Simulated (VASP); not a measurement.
Write the native input for VASP 6.6.1 that does the following.

* Task: single point
* Functional: PBE
* Dispersion: D3(BJ)
* Potentials or basis: VASP PAW PBE potentials, release 64 (Sn_d, Se)
* Cutoff: 520 eV
* k mesh: 8 × 8 × 4
* Occupations: gaussian, width 0.02 eV
* Spin: no spin polarisation
* Dipole correction: no
* Further INCAR settings: ALGO = Normal; EDIFF = 1e-07; NBANDS = 28

The structure of SnSe lies in POSCAR:

```
SnSe
1.0
    4.2853274191      0.0000000000      0.0000000000
    0.0000000000      4.2853274191      0.0000000000
    0.0000000000      0.0000000000     10.9906921300
Sn Se
2 2
Direct
    0.5000000000      0.0000000000      0.3722291100
    0.0000000000      0.5000000000      0.6277708900
    0.5000000000      0.0000000000      0.6160394900
    0.0000000000      0.5000000000      0.3839605100
```

The input as run:

INCAR

```
SYSTEM = SnSe
ALGO = Normal ; EDIFF = 1E-7
ENCUT = 520 ; GGA = PE
ISIF = 2 ; ISMEAR = 0
IVDW = 12 ; LASPH = .True.
LCHARG = .False. ; LREAL = .False.
LWAVE = .False. ; NBANDS = 28
NELM = 100 ; PREC = Accurate
SIGMA = 0.02
```

KPOINTS

```
k-points
0
Gamma
  8 8 4
  0 0 0
```

Potentials or basis: VASP PAW PBE potentials, release 64 (Sn_d, Se).

Run with:

```console
$ cat potpaw_PBE.64/Sn_d/POTCAR potpaw_PBE.64/Se/POTCAR > POTCAR
$ mpirun -np 1 vasp_std > vasp.out
```

Results of the run:

```json
{
  "Largest force": "0.183 eV/Å",
  "Band gap on the k mesh": "1.04 eV",
  "Dispersion energy per atom": "-0.241 eV"
}
```

Caveat: spin-orbit coupling is left out, which moves the levels of the heavy elements.

Run time: 96 s on 1 thread of Intel(R) Xeon(R) 6975P-C (Granite Rapids), on a shared host, peak memory 0.41 GiB.
